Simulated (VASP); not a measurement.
# Sb (Pm-3m) in VASP: a series of runs

Runs on Sb. Level: BLYP. Tasks: single point.

Program: VASP 6.6.1. These are calculated values, not measurements. Logs are shortened: lines on timing, memory, paths and dates and some standing lists are left out, and cuts for length are marked.

## 1. The cell of the first run

It takes space group Pm-3m (No. 221, cubic). The conventional cell has a = 3.056 Å, b = 3.056 Å, c = 3.056 Å, α = 90.00°, β = 90.00°, γ = 90.00°. Within 4.0 Å of Sb (site symmetry m-3m) lie 6 Sb at 3.06 Å.

## 2. Single point, BLYP (volume scaled by 0.88)

Contents of INCAR:

```
  AGGAC = 1.0
  AGGAX = 1.0
  ALDAC = 0.0
  ALDAX = 1.0
  ALGO = Normal
  EDIFF = 1E-6
  ENCUT = 500
  GGA = B5
  GGA_COMPAT = False
  ISIF = 2
  ISMEAR = -1
  LASPH = True
  LCHARG = True
  LELF = True
  LREAL = False
  LVHAR = True
  LWAVE = False
  NBANDS = 8
  NELM = 120
  PREC = Accurate
  SIGMA = 0.1
```

Contents of KPOINTS:

```
k-points
0
Gamma
  11 11 11
```

Contents of POSCAR:

```
Sb
1.0
    3.0560894864      0.0000000000      0.0000000000
    0.0000000000      3.0560894864      0.0000000000
    0.0000000000      0.0000000000      3.0560894864
Sb
1
Direct
    0.0000000000      0.0000000000      0.0000000000
```

Potentials or basis: VASP PAW PBE potentials, release 64 (Sb).

On the command line:

```bash
$ cat potpaw_PBE.64/Sb/POTCAR > POTCAR
$ mpirun -np 1 vasp_std > vasp.out
```

OUTCAR:

```text
EDIFF = 1E-6
   ENCUT = 500
   GGA = B5
   ISIF = 2
   ISMEAR = -1
   LASPH = True
   LREAL = False
   NELM = 120
   PREC = Accurate

 ion  position               nearest neighbor table
   1  0.000  0.000  0.000-

  LATTYP: Found a simple cubic cell.
 ALAT       =     3.0560894864

  Lattice vectors:

 A1 = (   3.0560894864,   0.0000000000,   0.0000000000)
 A2 = (   0.0000000000,   3.0560894864,   0.0000000000)
 A3 = (   0.0000000000,   0.0000000000,   3.0560894864)

Analysis of symmetry for initial positions (statically):
=====================================================================
 Subroutine PRICEL returns:
 Original cell was already a primitive cell.

 Routine SETGRP: Setting up the symmetry group for a
 simple cubic supercell.

 Subroutine GETGRP returns: Found 48 space group operations
 (whereof 48 operations were pure point group operations)
 out of a pool of 48 trial point group operations.

The static configuration has the point symmetry O_h .

Analysis of symmetry for dynamics (positions and initial velocities):
=====================================================================
 Subroutine PRICEL returns:
 Original cell was already a primitive cell.

 Routine SETGRP: Setting up the symmetry group for a
 simple cubic supercell.

 Subroutine GETGRP returns: Found 48 space group operations
 (whereof 48 operations were pure point group operations)
 out of a pool of 48 trial point group operations.

The dynamic configuration has the point symmetry O_h .

 Subroutine INISYM returns: Found 48 space group operations
 (whereof 48 operations are pure point group operations),
 and found     1 'primitive' translations

----------------------------------------------------------------------------------------

                                     Primitive cell

  volume of cell :      28.5429

  direct lattice vectors                    reciprocal lattice vectors
     3.056089486  0.000000000  0.000000000     0.327215549  0.000000000  0.000000000
     0.000000000  3.056089486  0.000000000     0.000000000  0.327215549  0.000000000
     0.000000000  0.000000000  3.056089486     0.000000000  0.000000000  0.327215549

  length of vectors
     3.056089486  3.056089486  3.056089486     0.327215549  0.327215549  0.327215549

  position of ions in fractional coordinates (direct lattice)
     0.000000000  0.000000000  0.000000000

  ion indices of the primitive-cell ions
   primitive index   ion index
                 1           1

----------------------------------------------------------------------------------------

 KPOINTS: k-points

Automatic generation of k-mesh.
 Grid dimensions read from file:
 generate k-points for:   11   11   11

 Generating k-lattice:

  Cartesian coordinates                     Fractional coordinates (reciprocal lattice)
     0.029746868  0.000000000  0.000000000     0.090909091  0.000000000  0.000000000
     0.000000000  0.029746868  0.000000000     0.000000000  0.090909091  0.000000000
     0.000000000  0.000000000  0.029746868     0.000000000  0.000000000  0.090909091

  Length of vectors
     0.029746868  0.029746868  0.029746868

  Shift w.r.t. Gamma in fractional coordinates (k-lattice)
     0.000000000  0.000000000  0.000000000

 Subroutine IBZKPT returns following result:
 ===========================================

 Found     56 irreducible k-points:

 Following reciprocal coordinates:
            Coordinates               Weight
  0.000000  0.000000  0.000000      1.000000
  0.090909  0.000000  0.000000      6.000000
  0.181818  0.000000  0.000000      6.000000
  0.272727  0.000000  0.000000      6.000000
  0.363636  0.000000  0.000000      6.000000
  0.454545  0.000000  0.000000      6.000000
[... 16 lines left out ...]
  0.181818  0.090909  0.090909     24.000000
  0.272727  0.090909  0.090909     24.000000
 [... further k-points ...]
   k-points           NKPTS =     56   k-points in BZ     NKDIM =     56   number of bands    NBANDS=      8
   number of dos      NEDOS =    301   number of ions     NIONS =      1
   total plane-waves  NPLWV =  13824
   dimension x,y,z NGX =    24 NGY =   24 NGZ =   24
   dimension x,y,z NGXF=    48 NGYF=   48 NGZF=   48
   ions per type =               1
   NGX,Y,Z   is equivalent  to a cutoff of  13.06, 13.06, 13.06 a.u.
   NGXF,Y,Z  is equivalent  to a cutoff of  26.11, 26.11, 26.11 a.u.
 SYSTEM =  unknown system
   PREC   = accura    normal or accurate (medium, high low for compatibility)
   ISTART =      0    job   : 0-new  1-cont  2-samecut
   ICHARG =      2    charge: 1-file 2-atom 10-const
   ISPIN  =      1    spin polarized calculation?
   LNONCOLLINEAR =      F non collinear calculations
   LSORBIT =      F    spin-orbit coupling
   LASPH  =      T    aspherical Exc in radial PAW
   ENCUT  =  500.0 eV  36.75 Ry    6.06 a.u.   5.57  5.57  5.57*2*pi/ulx,y,z
   NELM   =    120;   NELMIN=  2; NELMDL= -5     # of ELM steps
   EDIFF  = 0.1E-05   stopping-criterion for ELM
   LREAL  =      F    real-space projection
   EDIFFG = 0.1E-04   stopping-criterion for IOM
   NSW    =      0    number of steps for IOM
   IBRION =     -1    ionic relax: 0-MD 1-quasi-New 2-CG
   NFREE  =      0    steps in history (QN), initial steepest desc. (CG)
   ISIF   =      2    stress and relaxation
   ISYM   =      2    0-nonsym 1-usesym 2-fastsym
   POTIM  = 0.5000    time-step for ionic-motion
   TEBEG  =    0.0;   TEEND  =   0.0 temperature during run
   PSTRESS=    0.0 pullay stress
   NELECT =       5.0000    total number of electrons
   NUPDOWN=      -1.0000    fix difference up-down
   EMIN   =  10.00;   EMAX   =-10.00  energy-range for DOS
   EFERMI =   0.00;   METHOD = LEGACY
   ISMEAR =    -1;   SIGMA  =   0.10  broadening in eV -4-tet -1-fermi 0-gaus
   EFERMI_NEDOS =   21; number of points for ismear=-14 and -15
   IALGO  =     38    algorithm
   IMIX   =      4    mixing-type and parameters
     AMIX     =   0.40;   BMIX     =  1.00
     AMIX_MAG =   1.60;   BMIX_MAG =  1.00
  volume/ion in A,a.u.               =      28.54       192.62
  Fermi-wavevector in a.u.,A,eV,Ry     =   0.916007  1.731002 11.416223  0.839069
  Thomas-Fermi vector in A             =   2.040813
   LORBIT       =      0    0 simple, 1 ext, 2 COOP (PROOUT), +10 PAW based schemes
   GGA     = B5    functional components
   LHFCALC =     F    Hartree Fock is set to
   AEXX    =    0.0000 exact exchange contribution
   IVDW    =     0    specifies the selected vdW correction
   LEPSILON=     F    determine dielectric tensor
   LRPA    =     F    only Hartree local field effects (RPA)
 non-spin polarized calculation
  energy-cutoff  :      500.00
  volume of cell :       28.54
 maximum number of plane-waves:       739
 NGX is ok and might be reduce to    24
   NGX = 11   NGY = 11   NGZ = 11

 number of electron       4.9999999 magnetization

 Free energy of the ion-electron system (eV)
  ---------------------------------------------------
  ext. energy  EPLUGINS =         0.00000000
  ---------------------------------------------------
  free energy    TOTEN  =        -3.23291778 eV

  energy without entropy =       -3.20928011  energy(sigma->0) =       -3.22109895

 E-fermi :   8.1045     XC(G=0):  -9.1320

 val. band max:        8.0775897650   @ k =   0.1818   0.1818   0.0000
 cond. band min:       8.1956769700   @ k =   0.1818   0.1818   0.0909
 fundamental gap:      0.1180872050
 Fermi energy:         8.1045380839

 k-point     1 :       0.0000    0.0000    0.0000
  band No.  band energies     occupation
      1      -4.5526      2.00000
      2      11.5126      0.00000
      3      11.5126      0.00000
      4      11.5126      0.00000
      5      15.3355      0.00000
      6      15.3355      0.00000
      7      17.1547      0.00000
      8      26.1454      0.00000

 k-point     2 :       0.0909    0.0000    0.0000
  band No.  band energies     occupation
      1      -4.4284      2.00000
      2      10.1135      0.00000
      3      11.6359      0.00000
      4      11.6359      0.00000
      5      15.4310      0.00000
      6      16.1785      0.00000
      7      17.9702      0.00000
      8      25.1563      0.00000

 k-point     3 :       0.1818    0.0000    0.0000
  band No.  band energies     occupation
      1      -4.0613      2.00000
      2       7.8202      1.88998
      3      11.9906      0.00000
      4      11.9906      0.00000
      5      15.7148      0.00000
      6      16.7938      0.00000
      7      20.3909      0.00000
      8      23.6028      0.00000

 k-point     4 :       0.2727    0.0000    0.0000
  band No.  band energies     occupation
      1      -3.4753      2.00000
      2       5.6226      2.00000
      3      12.5233      0.00000
      4      12.5233      0.00000
      5      16.1751      0.00000
      6      17.3741      0.00000
      7      22.0811      0.00000
      8      22.0811      0.00000

 k-point     5 :       0.3636    0.0000    0.0000
  band No.  band energies     occupation
      1      -2.7467      2.00000
      2       3.7732      2.00000
      3      13.1172      0.00000
      4      13.1172      0.00000
      5      16.7697      0.00000
      6      18.1227      0.00000
      7      20.8003      0.00000
      8      20.8003      0.00000
[... 177 lines left out ...]
 k-point    22 :       0.0909    0.0909    0.0909
  band No.  band energies     occupation
      1      -4.1799      2.00000
      2      10.2418      0.00000
      3      10.2418      0.00000
      4      10.6080      0.00000
      5      17.1516      0.00000
      6      17.1516      0.00000
      7      18.7111      0.00000
      8      23.7439      0.00000

 k-point    23 :       0.1818    0.0909    0.0909
  band No.  band energies     occupation
      1      -3.8126      2.00000
      2       8.0506      1.26342
      3      10.5878      0.00000
      4      10.8724      0.00000
      5      17.4348      0.00000
      6      18.2024      0.00000
      7      20.4086      0.00000
      8      21.8939      0.00000

 k-point    24 :       0.2727    0.0909    0.0909
  band No.  band energies     occupation
      1      -3.2260      2.00000
      2       5.8584      2.00000
      3      11.1136      0.00000
      4      11.4283      0.00000
      5      17.8738      0.00000
      6      18.4776      0.00000
      7      20.1943      0.00000
      8      20.7364      0.00000

 [... further k-points ...]
[... 5 lines left out ...]
  --------------------------------------------------------------------------------------
  -------------------------------------------------------------------------------------
  Total        1.5226504      1.5226504      1.5226504     -0.0000000     -0.0000000      0.0000000
  in kB       85.4697789     85.4697789     85.4697789     -0.0000000     -0.0000000      0.0000000
  external PRESSURE =      85.4697789 kB  Pullay stress =       0.0000000 kB

 VOLUME and BASIS-vectors are now :
 -----------------------------------------------------------------------------
  energy-cutoff  :      500.00
  volume of cell :       28.54
      direct lattice vectors                 reciprocal lattice vectors
     3.056089486  0.000000000  0.000000000     0.327215549  0.000000000  0.000000000
     0.000000000  3.056089486  0.000000000     0.000000000  0.327215549  0.000000000
     0.000000000  0.000000000  3.056089486     0.000000000  0.000000000  0.327215549

 POSITION                                       TOTAL-FORCE (eV/Angst)
 -----------------------------------------------------------------------------------
      0.00000      0.00000      0.00000         0.000000      0.000000      0.000000
 -----------------------------------------------------------------------------------
    total drift:                                0.000000      0.000000      0.000000

  FREE ENERGIE OF THE ION-ELECTRON SYSTEM (eV)
  ---------------------------------------------------
  free  energy   TOTEN  =        -3.2329177833 eV

  energy  without entropy=       -3.2092801139  energy(sigma->0) =       -3.22109895
```

It took 12 s on 1 thread of Intel Xeon Platinum 8488C (Sapphire Rapids), shared host; peak memory 0.13 GiB.

What came out:

| Property | Result |
| --- | --- |
| Free energy | -3.2329 eV |
| Pressure | 8.5 GPa |

Caveat: the PAW data sets were made with another functional, which shifts forces and pressure a little; spin-orbit coupling is left out, which moves the levels of the heavy elements.

## 3. Single point, BLYP (volume scaled by 0.92)

Contents of INCAR:

```
AGGAC    = 1.0          
AGGAX    = 1.0          
ALDAC    = 0.0          
ALDAX    = 1.0          
ALGO     = Normal         # electronic algorithm
EDIFF    = 1E-6           # SCF threshold, eV
ENCUT    = 500            # plane-wave cutoff, eV
GGA      = B5             # functional
GGA_COMPAT= F            
ISIF     = 2              # what is computed and relaxed
ISMEAR   = -1             # smearing method
LASPH    = T              # aspherical terms in the spheres
LCHARG   = F              # write CHGCAR
LREAL    = F              # projectors in reciprocal space
LWAVE    = F              # write WAVECAR
NBANDS   = 8              # bands
NELM     = 120            # most SCF steps
PREC     = Accurate       # precision mode
SIGMA    = 0.1            # smearing width, eV
```

KPOINTS is that of step 2.

Contents of POSCAR:

```
Sb
1.0
    3.1017094881      0.0000000000      0.0000000000
    0.0000000000      3.1017094881      0.0000000000
    0.0000000000      0.0000000000      3.1017094881
Sb
1
Direct
    0.0000000000      0.0000000000      0.0000000000
```

Potentials or basis: VASP PAW PBE potentials, release 64 (Sb).

On the command line:

```bash
$ cat potpaw_PBE.64/Sb/POTCAR > POTCAR
$ mpirun -np 1 vasp_std > vasp.out
```

Run time: 14 s. Hardware: 1 thread of Intel Xeon Platinum 8488C (Sapphire Rapids), shared host; peak memory 0.14 GiB.

Results (log left out):

```yaml
Free_energy: -3.2888 eV
Pressure: 5.4 GPa
```

Levels at points of the mesh, in eV from the Fermi level:
```csv
k point,band 1,band 2,band 3,band 4,band 5
"(0.00, 0.00, 0.00)",-12.31,3.29,3.29,3.29,7.18
```

Caveat: the PAW data sets were made with another functional, which shifts forces and pressure a little; spin-orbit coupling is left out, which moves the levels of the heavy elements.
